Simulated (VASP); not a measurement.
# AlN in VASP: settings compared, part 2 of 2

VASP 6.6.1. Earlier steps stand in the parts before.

### 5 Single point, PBE (one atom moved)

INCAR reads:

```
SYSTEM = AlN
PREC = Accurate
ENCUT = 520
EDIFF = 1E-6
ISMEAR = 0
SIGMA = 0.02
LREAL = .FALSE.
LASPH = .TRUE.
NELM = 60
ALGO = Normal
ISIF = 2
LWAVE = .FALSE.
LCHARG = .TRUE.
GGA = PE
LELF = .TRUE.
LVHAR = .TRUE.
NBANDS = 16
```

KPOINTS reads:

```
regular mesh
0
G
  9 9 6
  0 0 0
```

POSCAR reads:

```
AlN
1.0
    3.3121157418      0.0000000000      0.0000000000
   -1.6560578709      2.8683763727      0.0000000000
    0.0000000000      0.0000000000      4.1875630000
Al N
2 2
Direct
    0.3333333300      0.6666666700      0.7500000000
    0.6666666700      0.3333333300      0.2500000000
    0.3333333300      0.6666666700      0.2500000000
    0.6802531517      0.3333333300      0.7500000000
```

Launch:

```sh
$ cat potpaw_PBE.64/Al/POTCAR potpaw_PBE.64/N/POTCAR > POTCAR
$ mpirun -np 1 vasp_std > vasp.out
```

It took 3.1 min on 1 thread of AMD EPYC 7R13, shared host; peak memory 0.19 GiB.

It converged, with:

```yaml
Free_energy: -29.3014 eV
Pressure: 0.2 GPa
Largest_force: 0.786 eV/Å
Band_gap_on_the_k_mesh: 3.26 eV, direct
```

Forces on the atoms (eV/Å):
```
Al   0.575  0.053  0.000
Al   0.103  0.000  0.000
N    0.106  0.004  0.000
N   -0.784 -0.057  0.000
```

Stress tensor (GPa, compression positive):
```
0.33 2.43 0.00
2.43 0.16 0.00
0.00 0.00 0.04
```

Levels at points of the mesh, in eV from the valence-band top:
| k point | band 5 | band 6 | band 7 | band 8 | band 9 | band 10 | band 11 | band 12 |
| --- | --- | --- | --- | --- | --- | --- | --- | --- |
| (0.00, 0.00, 0.00) | -3.19 | -1.63 | -1.59 | 0.00 | 3.26 | 4.40 | 8.14 | 8.35 |
| (0.00, 0.00, 0.50) | -2.58 | -2.48 | -2.47 | -2.38 | 5.65 | 5.65 | 8.32 | 8.42 |

Caveat: the cell differs from its parent crystal (one atom moved).

### 6 Single point, PBE

This run uses another cell than the first one, of 9.96 Å³/atom, 1.090 times its volume.

INCAR reads:

```
  PREC = Accurate
  ENCUT = 520
  EDIFF = 1E-7
  ISMEAR = 0
  SIGMA = 0.02
  LREAL = False
  LASPH = True
  NELM = 80
  ALGO = Normal
  ISIF = 2
  LWAVE = False
  LCHARG = False
  GGA = PE
  NBANDS = 16
```

KPOINTS reads:

```
regular mesh
0
Gamma
  12 12 6
```

POSCAR reads:

```
AlN
1.0
    3.3142923176      0.0000000000      0.0000000000
   -1.6571461588      2.8702613426      0.0000000000
    0.0000000000      0.0000000000      4.1868827807
Al N
2 2
Direct
    0.3333333333      0.6666666667      0.7500000000
    0.6666666667      0.3333333333      0.2500000000
    0.3333333333      0.6666666667      0.2500000000
    0.6666666667      0.3333333333      0.7500000000
```

Potentials or basis: VASP PAW PBE potentials, release 64 (Al, N).

Launch:

```sh
$ cat potpaw_PBE.64/Al/POTCAR potpaw_PBE.64/N/POTCAR > POTCAR
$ mpirun -np 1 vasp_std > vasp.out
```

OUTCAR:

```text
PREC = Accurate
   ENCUT = 520
   EDIFF = 1E-7
   ISMEAR = 0
   LREAL = False
   LASPH = True
   NELM = 80
   ISIF = 2
   GGA = PE

 ion  position               nearest neighbor table
   1  0.333  0.667  0.750-   4 1.91   4 1.91   4 1.91   3 2.09   3 2.09   2 2.84   2 2.84   2 2.84
                             2 2.84   2 2.84   2 2.84
   2  0.667  0.333  0.250-   3 1.91   3 1.91   3 1.91   4 2.09   4 2.09   1 2.84   1 2.84   1 2.84
                             1 2.84   1 2.84   1 2.84
   3  0.333  0.667  0.250-   2 1.91   2 1.91   2 1.91   1 2.09   1 2.09
[... 663 lines left out ...]
  -------------------------------------------------------------------------------------
  Total       -0.0827094     -0.0827094     -0.0312167      0.0000000     -0.0000000      0.0000000
  in kB       -3.3270753     -3.3270753     -1.2557268      0.0000000     -0.0000000      0.0000000
  external PRESSURE =      -2.6366258 kB  Pullay stress =       0.0000000 kB

 VOLUME and BASIS-vectors are now :
 -----------------------------------------------------------------------------
  energy-cutoff  :      520.00
  volume of cell :       39.83
      direct lattice vectors                 reciprocal lattice vectors
     3.314292318  0.000000000  0.000000000     0.301723537  0.174200165  0.000000000
    -1.657146159  2.870261343  0.000000000     0.000000000  0.348400330  0.000000000
     0.000000000  0.000000000  4.186882781     0.000000000  0.000000000  0.238841174

 POSITION                                       TOTAL-FORCE (eV/Angst)
 -----------------------------------------------------------------------------------
     -0.00000      1.91351      3.14016         0.000000      0.000000      0.000000
      1.65715      0.95675      1.04672        -0.000000     -0.000000      0.000000
     -0.00000      1.91351      1.04672         0.000000     -0.000000      0.000000
      1.65715      0.95675      3.14016        -0.000000      0.000000      0.000000
 -----------------------------------------------------------------------------------
    total drift:                               -0.000000      0.000000      0.000000

  FREE ENERGIE OF THE ION-ELECTRON SYSTEM (eV)
  ---------------------------------------------------
  free  energy   TOTEN  =       -29.3189216965 eV

  energy  without entropy=      -29.3189216965  energy(sigma->0) =      -29.31892170
```

stdout:

```text
POSCAR found type information on POSCAR AlN
 POSCAR found :  2 types and       4 ions
 scaLAPACK will be used
 LDA part: xc-table for (Slater+PW92), standard interpolation
 POSCAR, INCAR and KPOINTS ok, starting setup
 FFT: planning ... GRIDC
 FFT: planning ... GRID_SOFT
 FFT: planning ... GRID
 WAVECAR not read
 entering main loop
```

Run time: 24 s. Hardware: 1 thread of Intel Xeon 6975P-C (Granite Rapids), shared host; peak memory 0.17 GiB.

What came out:

- Free energy: -29.3189 eV
- Pressure: -0.3 GPa
- Band gap on the k mesh: 3.26 eV, direct

### 7 Relaxation of cell and atoms, PBE

This run uses another cell than the first one, of 9.95 Å³/atom, 1.089 times its volume.

INCAR reads:

```
  ALGO = Normal
  EDIFF = 1E-6
  EDIFFG = -0.005
  ENCUT = 600
  GGA = PE
  IBRION = 2
  ISIF = 3
  ISMEAR = 0
  LASPH = T
  LCHARG = F
  LREAL = F
  LWAVE = F
  NELM = 100
  NSW = 100
  PREC = Accurate
  SIGMA = 0.02
```

KPOINTS reads:

```
k-points
0
Gamma
  12 12 6
```

POSCAR reads:

```
AlN
1.0
    3.3121157418      0.0000000000      0.0000000000
   -1.6560578709      2.8683763727      0.0000000000
    0.0000000000      0.0000000000      4.1875630000
Al N
2 2
Direct
    0.3333333300      0.6666666700      0.7500000000
    0.6666666700      0.3333333300      0.2500000000
    0.3333333300      0.6666666700      0.2500000000
    0.6666666700      0.3333333300      0.7500000000
```

Launch:

```sh
$ cat potpaw_PBE.64/Al/POTCAR potpaw_PBE.64/N/POTCAR > POTCAR
$ mpirun -np 1 vasp_std > vasp.out
```

It took 25 s on 1 thread of Intel Xeon 6975P-C (Granite Rapids), shared host; peak memory 0.19 GiB.

Results (log left out):

* Free energy: -29.3220 eV
* Relaxed volume: 9.94 Å³/atom
* Relaxed cell: a = 3.311 Å, b = 3.311 Å, c = 4.186 Å, α = 90.00°, β = 90.00°, γ = 120.00°
* Space group after relaxing (to 0.05 Å): P6_3/mmc (No. 194)
* Energy gained by relaxing: 0.0 meV/atom
* Ionic steps: 2
* Pressure after relaxing: 0.1 GPa
* Band gap on the k mesh: 3.28 eV, direct

Final structure:
```
CELL_PARAMETERS angstrom
3.31105 0.00000 0.00000
-1.65552 2.86745 0.00000
0.00000 0.00000 4.18642
ATOMIC_POSITIONS crystal
Al 0.33333 0.66667 0.75000
Al 0.66667 0.33333 0.25000
N 0.33333 0.66667 0.25000
N 0.66667 0.33333 0.75000
```

Levels at points of the mesh, in eV from the valence-band top:
```tsv
k point	band 6	band 7	band 8	band 9	band 10	band 11
(0.00, 0.00, 0.00)	-1.61	-1.61	0.00	3.28	4.41	8.25
(0.50, 0.00, 0.00)	-4.32	-2.88	-1.46	3.88	7.09	7.21
(0.00, 0.00, 0.50)	-2.48	-2.48	-2.48	5.66	5.66	8.43
(0.50, 0.00, 0.50)	-3.25	-1.74	-1.74	5.07	5.07	9.26
```

A k mesh can miss the band edges. PBE gaps usually lie below the measured ones, often by a third to a half.

### 8 The runs side by side

```csv
task,level,cell,k mesh,cutoff (eV),gap on the mesh (eV),pressure (GPa),largest force (eV/Å)
single point,PBE,"a = 3.287, b = 3.179, c = 3.995 Å, angles 90.0, 90.1, 118.9°, 4 atoms",9 × 9 × 6,520,3.93,20.3,1.17
single point,PBE,"a = 3.383, b = 3.383, c = 4.152 Å, angles 90.0, 90.0, 120.0°, 4 atoms",9 × 9 × 6,520,3.25,-5.1,1.68
single point,r2SCAN,"a = 3.452, b = 3.452, c = 4.365 Å, angles 90.0, 90.0, 120.0°, 4 atoms",9 × 9 × 6,520,2.88,-25.5,-
single point,PBE,"a = 3.312, b = 3.312, c = 4.188 Å, angles 90.0, 90.0, 120.0°, 4 atoms",9 × 9 × 6,520,3.26,0.2,0.79
single point,PBE,"a = 3.314, b = 3.314, c = 4.187 Å, angles 90.0, 90.0, 120.0°, 4 atoms",12 × 12 × 6,520,3.26,-0.3,-
relaxation of cell and atoms,PBE,"relaxed from a = 3.312, b = 3.312, c = 4.188 Å, angles 90.0, 90.0, 120.0°, 4 atoms",12 × 12 × 6,600,3.28,0.1,-
```

Alike in all rows: potentials or basis VASP PAW PBE potentials, release 64 (Al, N); no spin polarisation; smearing gaussian 0.02 eV.

Caveats: forces of over 1 eV/Å act on the atoms, so gaps and moduli don't describe the material at rest (some runs); the PAW data sets were made with another functional, which shifts forces and pressure a little (some runs).

Absolute energies hang on the potentials; compare differences alone.
